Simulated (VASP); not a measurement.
# GaH6 (Im-3m) in VASP: a series of runs, part 2 of 2

VASP 6.6.1. The steps go on from the part before.

### 3 Relaxation of cell and atoms, PBE

This run uses another cell than the first one, of 18.34 Å³/atom, 3.417 times its volume.

Contents of INCAR:

```
SYSTEM = GaH6
PREC = Accurate ; ENCUT = 600
EDIFF = 1E-7 ; ISMEAR = 0
SIGMA = 0.1 ; LREAL = .FALSE.
LASPH = .TRUE. ; NELM = 80
ALGO = Normal ; ISIF = 3
LWAVE = .FALSE. ; LCHARG = .FALSE.
GGA = PE ; IBRION = 2
NSW = 90 ; EDIFFG = -0.04
```

Contents of KPOINTS:

```
Automatic mesh
0
G
  4 4 4
  0 0 0
```

Contents of POSCAR:

```
GaH6
1.0
   -3.1777911900      3.1777911900      3.1777911900
    3.1777911900     -3.1777911900      3.1777911900
    3.1777911900      3.1777911900     -3.1777911900
Ga H
1 6
Direct
    0.0000000000      0.0000000000      0.0000000000
    0.5000000000      0.2500000000      0.7500000000
    0.5000000000      0.7500000000      0.2500000000
    0.7500000000      0.5000000000      0.2500000000
    0.2500000000      0.5000000000      0.7500000000
    0.2500000000      0.7500000000      0.5000000000
    0.7500000000      0.2500000000      0.5000000000
```

Potentials or basis: VASP PAW PBE potentials, release 64 (Ga_d, H).

Launch:

```sh
$ cat potpaw_PBE.64/Ga_d/POTCAR potpaw_PBE.64/H/POTCAR > POTCAR
$ mpirun -np 1 vasp_std > vasp.out
```

OUTCAR:

```text
SYSTEM = GaH6
   PREC = Accurate
   ENCUT = 600
   EDIFF = 1E-7
   ISMEAR = 0
   LREAL = .FALSE.
   LASPH = .TRUE.
   NELM = 80
   ISIF = 3
   GGA = PE
   IBRION = 2
   NSW = 90
   EDIFFG = -0.04

 ion  position               nearest neighbor table
   1  0.000  0.000  0.000-
   2  0.500  0.250  0.750-
   3  0.500  0.750  0.250-
   4  0.750  0.500  0.250-
   5  0.250  0.500  0.750-
   6  0.250  0.750  0.500-
   7  0.750  0.250  0.500-

  LATTYP: Found a body centered cubic cell.
 ALAT       =     6.3555823800

  Lattice vectors:

 A1 = (  -3.1777911900,   3.1777911900,   3.1777911900)
 A2 = (   3.1777911900,  -3.1777911900,   3.1777911900)
 A3 = (   3.1777911900,   3.1777911900,  -3.1777911900)

Analysis of symmetry for initial positions (statically):
=====================================================================
 Subroutine PRICEL returns:
 Original cell was already a primitive cell.

 Routine SETGRP: Setting up the symmetry group for a
 body centered cubic supercell.

 Subroutine GETGRP returns: Found 48 space group operations
 (whereof 48 operations were pure point group operations)
 out of a pool of 48 trial point group operations.

The static configuration has the point symmetry O_h .
[... 136 lines left out ...]
   LRPA    =     F    only Hartree local field effects (RPA)
 conjugate gradient relaxation of ions
 non-spin polarized calculation
 Gauss-broadening in eV      SIGMA  =   0.10
  energy-cutoff  :      600.00
  volume of cell :      128.36
 maximum number of plane-waves:      4388
 NGX is ok and might be reduce to    48
   NGX = 21   NGY = 21   NGZ = 21

--------------------------------------- Ionic step        1  -------------------------------------------

 number of electron      19.0000006 magnetization

 Free energy of the ion-electron system (eV)
  ---------------------------------------------------
  ext. energy  EPLUGINS =         0.00000000
  ---------------------------------------------------
  free energy    TOTEN  =       -11.02507758 eV

  energy without entropy =      -11.01242446  energy(sigma->0) =      -11.01875102

------------------------ aborting loop because EDIFF is reached ----------------------------------------

  FORCE on cell =-STRESS in cart. coord.  units (eV):
  Direction    XX          YY          ZZ          XY          YZ          ZX
  --------------------------------------------------------------------------------------
  -------------------------------------------------------------------------------------
  Total       -6.6668989     -6.6668989     -6.6668989     -0.0000000     -0.0000000     -0.0000000
  in kB      -83.2143816    -83.2143816    -83.2143816     -0.0000000     -0.0000000     -0.0000000
  external PRESSURE =     -83.2143816 kB  Pullay stress =       0.0000000 kB
[... 814 lines left out ...]
--------------------------------------- Ionic step        8  -------------------------------------------

 number of electron      19.0000001 magnetization

 Free energy of the ion-electron system (eV)
  ---------------------------------------------------
  ext. energy  EPLUGINS =         0.00000000
  ---------------------------------------------------
  free energy    TOTEN  =       -16.88796546 eV

  energy without entropy =      -16.87469523  energy(sigma->0) =      -16.88133035

 E-fermi :   3.4562     XC(G=0): -10.9496

 val. band max:        3.4316812872   @ k =   0.2500   0.0000   0.0000
 cond. band min:       3.4571026542   @ k =   0.0000   0.0000   0.0000
 fundamental gap:      0.0254213670
 Fermi energy:         3.4561970655
[... 160 lines left out ...]
  FREE ENERGIE OF THE ION-ELECTRON SYSTEM (eV)
  ---------------------------------------------------
  free  energy   TOTEN  =       -16.8879654592 eV

  energy  without entropy=      -16.8746952327  energy(sigma->0) =      -16.88133035

 reached required accuracy - stopping structural energy minimisation
```

CONTCAR:

```text
GaH6
   1.00000000000000
    -2.1086864665700267    2.1086864665700267    2.1086864665700267
     2.1086864665700267   -2.1086864665700267    2.1086864665700267
     2.1086864665700267    2.1086864665700267   -2.1086864665700267
  Ga              H
     1     6
Direct
     0.0000000000000000    0.0000000000000000    0.0000000000000000
     0.5000000000000000    0.2500000000000000    0.7500000000000000
     0.5000000000000000    0.7500000000000000    0.2500000000000000
     0.7500000000000000    0.5000000000000000    0.2500000000000000
     0.2500000000000000    0.5000000000000000    0.7500000000000000
     0.2500000000000000    0.7500000000000000    0.5000000000000000
     0.7500000000000000    0.2500000000000000    0.5000000000000000

  0.00000000E+00  0.00000000E+00  0.00000000E+00
  0.00000000E+00  0.00000000E+00  0.00000000E+00
  0.00000000E+00  0.00000000E+00  0.00000000E+00
  0.00000000E+00  0.00000000E+00  0.00000000E+00
  0.00000000E+00  0.00000000E+00  0.00000000E+00
  0.00000000E+00  0.00000000E+00  0.00000000E+00
  0.00000000E+00  0.00000000E+00  0.00000000E+00
```

Wall time 5.9 min (1 thread of Intel Xeon Platinum 8259CL at 2.50GHz (Skylake/Cascade Lake), shared host); peak memory 0.37 GiB.

What came out:

```
Free energy                            : -16.8880 eV
Relaxed volume                         : 5.36 Å³/atom
Relaxed cell                           : a = 3.652 Å, b = 3.652 Å, c = 3.652 Å, α = 109.47°, β = 109.47°, γ = 109.47°
Space group after relaxing (to 0.05 Å) : Im-3m (No. 229)
Energy gained by relaxing              : 837.6 meV/atom
Ionic steps                            : 8
Pressure after relaxing                : 0.3 GPa
```

The path:
```tsv
step	energy change (eV)	largest force (eV/Å)	pressure (GPa)	volume (Å³)
1	0.0000	0.0000	-8.32	128.36
2	-0.9430	0.0000	-9.54	111.47
3	-3.8704	0.0000	-12.65	69.80
4	-0.9465	0.0000	149.40	20.27
5	-5.0174	0.0000	-11.68	55.02
6	-5.3730	0.0000	25.73	30.12
7	-5.7768	0.0000	-5.63	42.50
8	-5.8629	0.0000	0.28	37.51
```

Final structure:
```cif
data_structure
_symmetry_space_group_name_H-M 'P 1'
_symmetry_Int_Tables_number 1
_cell_length_a 3.6524
_cell_length_b 3.6524
_cell_length_c 3.6524
_cell_angle_alpha 109.471
_cell_angle_beta 109.471
_cell_angle_gamma 109.471
_cell_volume 37.51
loop_
_atom_site_label
_atom_site_type_symbol
_atom_site_fract_x
_atom_site_fract_y
_atom_site_fract_z
_atom_site_occupancy
Ga1 Ga 0.00000 0.00000 0.00000 1
H1 H 0.50000 0.25000 0.75000 1
H2 H 0.50000 0.75000 0.25000 1
H3 H 0.75000 0.50000 0.25000 1
H4 H 0.25000 0.50000 0.75000 1
H5 H 0.25000 0.75000 0.50000 1
H6 H 0.75000 0.25000 0.50000 1
```

Caveat: the volume moved by over 15 % at a fixed basis, so the end points are rough.
